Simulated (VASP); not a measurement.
# Zr3TaZn (Pm-3m) in VASP: a series of runs

The runs below take Zr3TaZn through single point, with PBE.

Everything below comes from runs of VASP 6.6.1. Logs are shortened: lines on timing, memory, paths and dates and some standing lists are left out, and cuts for length are marked.

## Step 1: The cell of the first run

Symmetry: Pm-3m, No. 221, cubic system. Conventional cell: a = 4.337 Å, b = 4.337 Å, c = 4.337 Å, α = 90.00°, β = 90.00°, γ = 90.00°. Within 2.9 Å of Zr (site symmetry 4/mmm) lie 2 Zn at 2.17 Å. Within 4.0 Å of Ta (site symmetry m-3m) lie 12 Zr at 3.07 Å and 8 Zn at 3.76 Å. Within 2.9 Å of Zn (site symmetry m-3m) lie 6 Zr at 2.17 Å.

The cell was generated, and may not be a known phase.

## Step 2: Single point, PBE

Input file INCAR:

```
ALGO = Normal
EDIFF = 1E-7
ENCUT = 520
GGA = PE
ISIF = 2
ISMEAR = 0
LASPH = True
LCHARG = False
LREAL = False
LWAVE = False
NBANDS = 38
NELM = 60
PREC = Accurate
SIGMA = 0.1
```

Input file KPOINTS:

```
k-points
0
Gamma
  4 4 4
```

Input file POSCAR:

```
Zr3TaZn
1.0
    4.3371725900      0.0000000000      0.0000000000
    0.0000000000      4.3371725900      0.0000000000
    0.0000000000      0.0000000000      4.3371725900
Zr Ta Zn
3 1 1
Direct
    0.0000000000      0.5000000000      0.5000000000
    0.5000000000      0.0000000000      0.5000000000
    0.5000000000      0.5000000000      0.0000000000
    0.0000000000      0.0000000000      0.0000000000
    0.5000000000      0.5000000000      0.5000000000
```

Potentials or basis: VASP PAW PBE potentials, release 64 (Zr_sv, Ta_pv, Zn).

Run with:

```console
$ cat potpaw_PBE.64/Zr_sv/POTCAR potpaw_PBE.64/Ta_pv/POTCAR potpaw_PBE.64/Zn/POTCAR > POTCAR
$ mpirun -np 1 vasp_std > vasp.out
```

OUTCAR:

```text
EDIFF = 1E-7
   ENCUT = 520
   GGA = PE
   ISIF = 2
   ISMEAR = 0
   LASPH = True
   LREAL = False
   NELM = 60
   PREC = Accurate

 ion  position               nearest neighbor table
   1  0.000  0.500  0.500-   5 2.17   5 2.17   4 3.07   2 3.07   3 3.07   4 3.07   2 3.07   4 3.07
                             4 3.07   2 3.07   3 3.07   3 3.07   3 3.07   2 3.07
   2  0.500  0.000  0.500-   5 2.17   5 2.17   4 3.07   1 3.07   3 3.07   4 3.07   1 3.07   3 3.07
                             3 3.07   3 3.07   1 3.07   4 3.07   4 3.07   1 3.07
   3  0.500  0.500  0.000-   5 2.17   5 2.17   4 3.07   1 3.07   1 3.07   2 3.07   2 3.07   2 3.07
                             4 3.07   2 3.07   1 3.07   4 3.07   1 3.07   4 3.07
   4  0.000  0.000  0.000-   1 3.07   2 3.07   3 3.07   1 3.07   2 3.07   1 3.07   3 3.07   1 3.07
                             2 3.07   3 3.07   2 3.07   3 3.07
   5  0.500  0.500  0.500-   1 2.17   2 2.17   3 2.17   3 2.17   2 2.17   1 2.17

  LATTYP: Found a simple cubic cell.
 ALAT       =     4.3371725900

  Lattice vectors:

 A1 = (   4.3371725900,   0.0000000000,   0.0000000000)
 A2 = (   0.0000000000,   4.3371725900,   0.0000000000)
 A3 = (   0.0000000000,   0.0000000000,   4.3371725900)

Analysis of symmetry for initial positions (statically):
=====================================================================
 Subroutine PRICEL returns:
 Original cell was already a primitive cell.

 Routine SETGRP: Setting up the symmetry group for a
 simple cubic supercell.

 Subroutine GETGRP returns: Found 48 space group operations
 (whereof 48 operations were pure point group operations)
 out of a pool of 48 trial point group operations.

The static configuration has the point symmetry O_h .

Analysis of symmetry for dynamics (positions and initial velocities):
=====================================================================
 Subroutine PRICEL returns:
 Original cell was already a primitive cell.

 Routine SETGRP: Setting up the symmetry group for a
 simple cubic supercell.

 Subroutine GETGRP returns: Found 48 space group operations
 (whereof 48 operations were pure point group operations)
 out of a pool of 48 trial point group operations.

The dynamic configuration has the point symmetry O_h .

 Subroutine INISYM returns: Found 48 space group operations
 (whereof 48 operations are pure point group operations),
 and found     1 'primitive' translations

----------------------------------------------------------------------------------------

                                     Primitive cell

  volume of cell :      81.5868

  direct lattice vectors                    reciprocal lattice vectors
     4.337172590  0.000000000  0.000000000     0.230564954  0.000000000  0.000000000
     0.000000000  4.337172590  0.000000000     0.000000000  0.230564954  0.000000000
     0.000000000  0.000000000  4.337172590     0.000000000  0.000000000  0.230564954

  length of vectors
     4.337172590  4.337172590  4.337172590     0.230564954  0.230564954  0.230564954

  position of ions in fractional coordinates (direct lattice)
     0.000000000  0.500000000  0.500000000
     0.500000000  0.000000000  0.500000000
     0.500000000  0.500000000  0.000000000
     0.000000000  0.000000000  0.000000000
     0.500000000  0.500000000  0.500000000

  ion indices of the primitive-cell ions
   primitive index   ion index
                 1           1
                 2           2
                 3           3
                 4           4
                 5           5

----------------------------------------------------------------------------------------

 KPOINTS: k-points

Automatic generation of k-mesh.
 Grid dimensions read from file:
 generate k-points for:    4    4    4

 Generating k-lattice:

  Cartesian coordinates                     Fractional coordinates (reciprocal lattice)
     0.057641239  0.000000000  0.000000000     0.250000000  0.000000000  0.000000000
     0.000000000  0.057641239  0.000000000     0.000000000  0.250000000  0.000000000
     0.000000000  0.000000000  0.057641239     0.000000000  0.000000000  0.250000000

  Length of vectors
     0.057641239  0.057641239  0.057641239

  Shift w.r.t. Gamma in fractional coordinates (k-lattice)
     0.000000000  0.000000000  0.000000000

 Subroutine IBZKPT returns following result:
 ===========================================

 Found     10 irreducible k-points:

 Following reciprocal coordinates:
            Coordinates               Weight
  0.000000  0.000000  0.000000      1.000000
  0.250000  0.000000  0.000000      6.000000
  0.500000  0.000000  0.000000      3.000000
  0.250000  0.250000  0.000000     12.000000
  0.500000  0.250000  0.000000     12.000000
  0.500000  0.500000  0.000000      3.000000
  0.250000  0.250000  0.250000      8.000000
  0.500000  0.250000  0.250000     12.000000
  0.500000  0.500000  0.250000      6.000000
  0.500000  0.500000  0.500000      1.000000
   k-points           NKPTS =     10   k-points in BZ     NKDIM =     10   number of bands    NBANDS=     38
   number of dos      NEDOS =    301   number of ions     NIONS =      5
   total plane-waves  NPLWV =  32768
   dimension x,y,z NGX =    32 NGY =   32 NGZ =   32
   dimension x,y,z NGXF=    64 NGYF=   64 NGZF=   64
   ions per type =               3   1   1
   NGX,Y,Z   is equivalent  to a cutoff of  12.27, 12.27, 12.27 a.u.
   NGXF,Y,Z  is equivalent  to a cutoff of  24.53, 24.53, 24.53 a.u.
 SYSTEM =  unknown system
   PREC   = accura    normal or accurate (medium, high low for compatibility)
   ISTART =      0    job   : 0-new  1-cont  2-samecut
   ICHARG =      2    charge: 1-file 2-atom 10-const
   ISPIN  =      1    spin polarized calculation?
   LNONCOLLINEAR =      F non collinear calculations
   LSORBIT =      F    spin-orbit coupling
   LASPH  =      T    aspherical Exc in radial PAW
   ENCUT  =  520.0 eV  38.22 Ry    6.18 a.u.   8.06  8.06  8.06*2*pi/ulx,y,z
   NELM   =     60;   NELMIN=  2; NELMDL= -5     # of ELM steps
   EDIFF  = 0.1E-06   stopping-criterion for ELM
   LREAL  =      F    real-space projection
   EDIFFG = 0.1E-05   stopping-criterion for IOM
   NSW    =      0    number of steps for IOM
   IBRION =     -1    ionic relax: 0-MD 1-quasi-New 2-CG
   NFREE  =      0    steps in history (QN), initial steepest desc. (CG)
   ISIF   =      2    stress and relaxation
   ISYM   =      2    0-nonsym 1-usesym 2-fastsym
   POTIM  = 0.5000    time-step for ionic-motion
   TEBEG  =    0.0;   TEEND  =   0.0 temperature during run
   PSTRESS=    0.0 pullay stress
   NELECT =      59.0000    total number of electrons
   NUPDOWN=      -1.0000    fix difference up-down
   EMIN   =  10.00;   EMAX   =-10.00  energy-range for DOS
   EFERMI =   0.00;   METHOD = LEGACY
   ISMEAR =     0;   SIGMA  =   0.10  broadening in eV -4-tet -1-fermi 0-gaus
   EFERMI_NEDOS =   21; number of points for ismear=-14 and -15
   IALGO  =     38    algorithm
   IMIX   =      4    mixing-type and parameters
     AMIX     =   0.40;   BMIX     =  1.00
     AMIX_MAG =   1.60;   BMIX_MAG =  1.00
  volume/ion in A,a.u.               =      16.32       110.12
  Fermi-wavevector in a.u.,A,eV,Ry     =   1.469441  2.776841 29.378470  2.159257
  Thomas-Fermi vector in A             =   2.584818
   LORBIT       =      0    0 simple, 1 ext, 2 COOP (PROOUT), +10 PAW based schemes
   GGA     = PE    functional components
   LHFCALC =     F    Hartree Fock is set to
   AEXX    =    0.0000 exact exchange contribution
   IVDW    =     0    specifies the selected vdW correction
   LEPSILON=     F    determine dielectric tensor
   LRPA    =     F    only Hartree local field effects (RPA)
 non-spin polarized calculation
 Gauss-broadening in eV      SIGMA  =   0.10
  energy-cutoff  :      520.00
  volume of cell :       81.59
 maximum number of plane-waves:      2272
   NGX = 17   NGY = 17   NGZ = 17

 number of electron      59.0000010 magnetization

 Free energy of the ion-electron system (eV)
  ---------------------------------------------------
  ext. energy  EPLUGINS =         0.00000000
  ---------------------------------------------------
  free energy    TOTEN  =       -27.71877302 eV

  energy without entropy =      -27.68736067  energy(sigma->0) =      -27.70306684

 E-fermi :   9.7469     XC(G=0): -12.5161

 val. band max:        9.7298517858   @ k =   0.2500   0.2500   0.2500
 cond. band min:       9.8049660890   @ k =   0.5000   0.2500   0.2500
 fundamental gap:      0.0751143033
 Fermi energy:         9.7468673209

 k-point     1 :       0.0000    0.0000    0.0000
  band No.  band energies     occupation
      1     -38.2453      2.00000
      2     -37.9779      2.00000
      3     -37.9779      2.00000
      4     -24.2852      2.00000
      5     -24.2852      2.00000
      6     -24.2852      2.00000
[... 30 lines left out ...]
     37      15.7969      0.00000
     38      16.2408      0.00000

 k-point     2 :       0.2500    0.0000    0.0000
  band No.  band energies     occupation
      1     -38.2103      2.00000
      2     -38.0076      2.00000
      3     -37.9774      2.00000
      4     -24.2830      2.00000
      5     -24.2828      2.00000
      6     -24.2828      2.00000
[... 30 lines left out ...]
     37      14.3754      0.00000
     38      14.3762      0.00000

 k-point     3 :       0.5000    0.0000    0.0000
  band No.  band energies     occupation
      1     -38.1580      2.00000
      2     -38.0547      2.00000
      3     -37.9770      2.00000
      4     -24.2807      2.00000
      5     -24.2805      2.00000
      6     -24.2805      2.00000
[... 30 lines left out ...]
     37      12.8328      0.00000
     38      12.8328      0.00000

 k-point     4 :       0.2500    0.2500    0.0000
  band No.  band energies     occupation
      1     -38.1783      2.00000
      2     -38.0162      2.00000
      3     -37.9945      2.00000
      4     -24.2869      2.00000
      5     -24.2807      2.00000
      6     -24.2806      2.00000
[... 30 lines left out ...]
     37      13.9849      0.00000
     38      14.0322      0.00000

 k-point     5 :       0.5000    0.2500    0.0000
  band No.  band energies     occupation
      1     -38.1282      2.00000
      2     -38.0544      2.00000
      3     -37.9999      2.00000
      4     -24.2848      2.00000
      5     -24.2847      2.00000
      6     -24.2783      2.00000
[... 30 lines left out ...]
     37      12.8465      0.00000
     38      12.8760      0.00000

 k-point     6 :       0.5000    0.5000    0.0000
  band No.  band energies     occupation
      1     -38.0671      2.00000
      2     -38.0541      2.00000
      3     -38.0541      2.00000
      4     -24.2889      2.00000
      5     -24.2889      2.00000
      6     -24.2761      2.00000
[... 30 lines left out ...]
     37      12.9264      0.00000
     38      13.0350      0.00000

 k-point     7 :       0.2500    0.2500    0.2500
  band No.  band energies     occupation
      1     -38.1506      2.00000
      2     -38.0156      2.00000
      3     -38.0156      2.00000
      4     -24.2881      2.00000
      5     -24.2881      2.00000
      6     -24.2784      2.00000
[... 30 lines left out ...]
     37      13.5102      0.00000
     38      13.5102      0.00000

 k-point     8 :       0.5000    0.2500    0.2500
  band No.  band energies     occupation
      1     -38.1056      2.00000
      2     -38.0538      2.00000
      3     -38.0149      2.00000
      4     -24.2892      2.00000
      5     -24.2892      2.00000
      6     -24.2826      2.00000
[... 30 lines left out ...]
     37      13.9904      0.00000
     38      14.0047      0.00000

 k-point     9 :       0.5000    0.5000    0.2500
  band No.  band energies     occupation
      1     -38.0598      2.00000
      2     -38.0533      2.00000
      3     -38.0533      2.00000
      4     -24.2935      2.00000
      5     -24.2935      2.00000
      6     -24.2871      2.00000
[... 30 lines left out ...]
     37      14.1824      0.00000
     38      14.1824      0.00000

 k-point    10 :       0.5000    0.5000    0.5000
  band No.  band energies     occupation
      1     -38.0525      2.00000
      2     -38.0525      2.00000
      3     -38.0525      2.00000
      4     -24.2981      2.00000
      5     -24.2981      2.00000
      6     -24.2981      2.00000
[... 30 lines left out ...]
     37      14.9960      0.00000
     38      14.9960      0.00000

------------------------ aborting loop because EDIFF is reached ----------------------------------------

  FORCE on cell =-STRESS in cart. coord.  units (eV):
  Direction    XX          YY          ZZ          XY          YZ          ZX
  --------------------------------------------------------------------------------------
  -------------------------------------------------------------------------------------
  Total       37.7033119     37.7033119     37.7033119      0.0000000      0.0000000      0.0000000
  in kB      740.4060693    740.4060693    740.4060693      0.0000000      0.0000000      0.0000000
  external PRESSURE =     740.4060693 kB  Pullay stress =       0.0000000 kB

 VOLUME and BASIS-vectors are now :
 -----------------------------------------------------------------------------
  energy-cutoff  :      520.00
  volume of cell :       81.59
      direct lattice vectors                 reciprocal lattice vectors
     4.337172590  0.000000000  0.000000000     0.230564954  0.000000000  0.000000000
     0.000000000  4.337172590  0.000000000     0.000000000  0.230564954  0.000000000
     0.000000000  0.000000000  4.337172590     0.000000000  0.000000000  0.230564954

 POSITION                                       TOTAL-FORCE (eV/Angst)
 -----------------------------------------------------------------------------------
      0.00000      2.16859      2.16859         0.000000      0.000000      0.000000
      2.16859      0.00000      2.16859         0.000000      0.000000      0.000000
      2.16859      2.16859      0.00000         0.000000      0.000000      0.000000
      0.00000      0.00000      0.00000         0.000000      0.000000      0.000000
      2.16859      2.16859      2.16859         0.000000      0.000000      0.000000
 -----------------------------------------------------------------------------------
    total drift:                                0.000000     -0.000000     -0.000000

  FREE ENERGIE OF THE ION-ELECTRON SYSTEM (eV)
  ---------------------------------------------------
  free  energy   TOTEN  =       -27.7187730249 eV

  energy  without entropy=      -27.6873606650  energy(sigma->0) =      -27.70306684
```

It took 34 s on 1 thread of Intel Xeon Platinum 8375C at 2.90GHz (Ice Lake), shared host; peak memory 0.19 GiB.

Results:

```
Free energy            : -27.7188 eV
Pressure               : 74.0 GPa
Band gap on the k mesh : zero (an odd number of electrons rules out a gap without spin polarisation)
```

Levels at points of the mesh, in eV from the Fermi level:
| k point | band 25 | band 26 | band 27 | band 28 | band 29 | band 30 | band 31 | band 32 | band 33 | band 34 |
| --- | --- | --- | --- | --- | --- | --- | --- | --- | --- | --- |
| (0.00, 0.00, 0.00) | -2.28 | -2.28 | -2.28 | 1.16 | 1.16 | 1.16 | 2.67 | 2.67 | 2.67 | 4.00 |
| (0.50, 0.00, 0.00) | -1.33 | -1.08 | -1.08 | -0.95 | -0.61 | -0.24 | -0.24 | 1.37 | 1.60 | 2.12 |
| (0.50, 0.50, 0.00) | -1.52 | -1.08 | -0.77 | -0.77 | -0.63 | -0.49 | -0.43 | -0.43 | 1.32 | 1.32 |
| (0.50, 0.50, 0.50) | -0.85 | -0.61 | -0.61 | -0.61 | 0.58 | 0.58 | 0.82 | 0.82 | 0.82 | 1.44 |

Caveat: the k points lie up to 0.36 Å⁻¹ apart, too coarse for converged energies and pressures of a metal; spin-orbit coupling is left out, which moves the levels of the heavy elements.

## Step 3: Single point, PBE

This run uses another cell than the first one, of 23.59 Å³/atom.

Input file INCAR:

```
SYSTEM = Zr3TaZn
ALGO     = Fast           ! electronic algorithm
EDIFF    = 1E-6           ! SCF threshold, eV
ENCUT    = 520            ! plane-wave cutoff, eV
GGA      = PE             ! functional
ISIF     = 2              ! what is computed and relaxed
ISMEAR   = 0              ! smearing method
LASPH    = .TRUE.         ! aspherical terms in the spheres
LCHARG   = .FALSE.        ! write CHGCAR
LREAL    = .FALSE.        ! projectors in reciprocal space
LWAVE    = .FALSE.        ! write WAVECAR
NBANDS   = 38             ! bands
NELM     = 80             ! most SCF steps
PREC     = Accurate       ! precision mode
SIGMA    = 0.1            ! smearing width, eV
```

Input file KPOINTS:

```
k-points
0
G
  4 4 4
  0 0 0
```

POSCAR, as its differences from that of step 2:

```diff
@@ -2,5 +2,5 @@
 1.0
-    4.3371725900      0.0000000000      0.0000000000
-    0.0000000000      4.3371725900      0.0000000000
-    0.0000000000      0.0000000000      4.3371725900
+    4.9041026135      0.0000000000      0.0000000000
+    0.0000000000      4.9041026135      0.0000000000
+    0.0000000000      0.0000000000      4.9041026135
 Zr Ta Zn
```

Potentials or basis: VASP PAW PBE potentials, release 64 (Zr_sv, Ta_pv, Zn).

Run with:

```console
$ cat potpaw_PBE.64/Zr_sv/POTCAR potpaw_PBE.64/Ta_pv/POTCAR potpaw_PBE.64/Zn/POTCAR > POTCAR
$ mpirun -np 1 vasp_std > vasp.out
```

OUTCAR:

```text
SYSTEM = Zr3TaZn
   EDIFF = 1E-6
   ENCUT = 520
   GGA = PE
   ISIF = 2
   ISMEAR = 0
   LASPH = .TRUE.
   LREAL = .FALSE.
   NELM = 80
   PREC = Accurate

 ion  position               nearest neighbor table
   1  0.000  0.500  0.500-   5 2.45   5 2.45   4 3.47   2 3.47   3 3.47   4 3.47   2 3.47   4 3.47
                             4 3.47   2 3.47   3 3.47   3 3.47   3 3.47   2 3.47
   2  0.500  0.000  0.500-   5 2.45   5 2.45   4 3.47   1 3.47   3 3.47   4 3.47   1 3.47   3 3.47
                             3 3.47   3 3.47   1 3.47   4 3.47   4 3.47   1 3.47
   3  0.500  0.500  0.000-   5 2.45   5 2.45   4 3.47   1 3.47   1 3.47   2 3.47   2 3.47   2 3.47
                             4 3.47   2 3.47   1 3.47   4 3.47   1 3.47   4 3.47
   4  0.000  0.000  0.000-   1 3.47   2 3.47   3 3.47   1 3.47   2 3.47   1 3.47   3 3.47   1 3.47
                             2 3.47   3 3.47   2 3.47   3 3.47
[... 601 lines left out ...]
  in kB        1.7091563      1.7091563      1.7091563     -0.0000000     -0.0000000     -0.0000000
  external PRESSURE =       1.7091563 kB  Pullay stress =       0.0000000 kB

 VOLUME and BASIS-vectors are now :
 -----------------------------------------------------------------------------
  energy-cutoff  :      520.00
  volume of cell :      117.94
      direct lattice vectors                 reciprocal lattice vectors
     4.904102614  0.000000000  0.000000000     0.203910905  0.000000000  0.000000000
     0.000000000  4.904102614  0.000000000     0.000000000  0.203910905  0.000000000
     0.000000000  0.000000000  4.904102614     0.000000000  0.000000000  0.203910905

 POSITION                                       TOTAL-FORCE (eV/Angst)
 -----------------------------------------------------------------------------------
      0.00000      2.45205      2.45205         0.000000      0.000000      0.000000
      2.45205      0.00000      2.45205         0.000000      0.000000      0.000000
      2.45205      2.45205      0.00000         0.000000      0.000000      0.000000
      0.00000      0.00000      0.00000         0.000000      0.000000      0.000000
      2.45205      2.45205      2.45205         0.000000      0.000000      0.000000
 -----------------------------------------------------------------------------------
    total drift:                                0.000000      0.000000      0.000000

  FREE ENERGIE OF THE ION-ELECTRON SYSTEM (eV)
  ---------------------------------------------------
  free  energy   TOTEN  =       -33.9538165474 eV

  energy  without entropy=      -33.8787408174  energy(sigma->0) =      -33.91627868
```

stdout:

```text
POSCAR found type information on POSCAR ZrTaZn
 POSCAR found :  3 types and       5 ions
 scaLAPACK will be used
 LDA part: xc-table for (Slater+PW92), standard interpolation
 POSCAR, INCAR and KPOINTS ok, starting setup
 FFT: planning ... GRIDC
 FFT: planning ... GRID_SOFT
 FFT: planning ... GRID
 WAVECAR not read
 entering main loop
```

Wall time 2.1 min (1 thread of Intel Xeon Platinum 8375C at 2.90GHz (Ice Lake), shared host); peak memory 0.22 GiB.

Results:

| Item | Value |
| --- | --- |
| Free energy | -33.9538 eV |
| Pressure | 0.2 GPa |
| Band gap on the k mesh | zero (an odd number of electrons rules out a gap without spin polarisation) |

Caveat: spin-orbit coupling is left out, which moves the levels of the heavy elements.

The gap in the log of VASP goes by the Fermi energy; the results here count the filled bands.